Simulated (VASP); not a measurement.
Runs of VASP 6.6.1 on BN (k07). The structure is that of space group P6_3mc (No. 186), or close to it. The cells are those of the table. 

| task | cell | k mesh | cutoff (eV) | gap on the mesh (eV) | pressure (GPa) |
| --- | --- | --- | --- | --- | --- |
| single point | a = 2.515, b = 2.515, c = 4.161 Å, angles 90.0, 90.0, 120.0°, 4 atoms | 15 × 15 × 8 | 520 | 5.11 | 12.9 |
| relaxation of cell and atoms | relaxed to 7.5 GPa from a = 2.515, b = 2.515, c = 4.161 Å, angles 90.0, 90.0, 120.0°, 4 atoms | 24 × 24 × 12 | 600 | 5.14 | 7.5 |
| relaxation of cell and atoms | relaxed to 12.5 GPa from a = 2.536, b = 2.536, c = 4.199 Å, angles 90.0, 90.0, 120.0°, 4 atoms | 15 × 15 × 8 | 600 | 5.11 | 12.5 |
| single point | a = 2.525, b = 2.525, c = 4.177 Å, angles 90.0, 90.0, 120.0°, 4 atoms | 24 × 24 × 12 | 520 | 5.14 | (a) |

Alike in all rows: level PBE+D3(BJ); potentials or basis VASP PAW PBE potentials, release 64 (B, N); no spin polarisation; smearing gaussian 0.02 eV.

Problem. Estimate the missing entries.

Solution. (a) 7.9.

Caveats: the cell is relaxed towards a set pressure, so the enthalpy falls and the energy may rise (some runs).

A k mesh can miss the band edges.
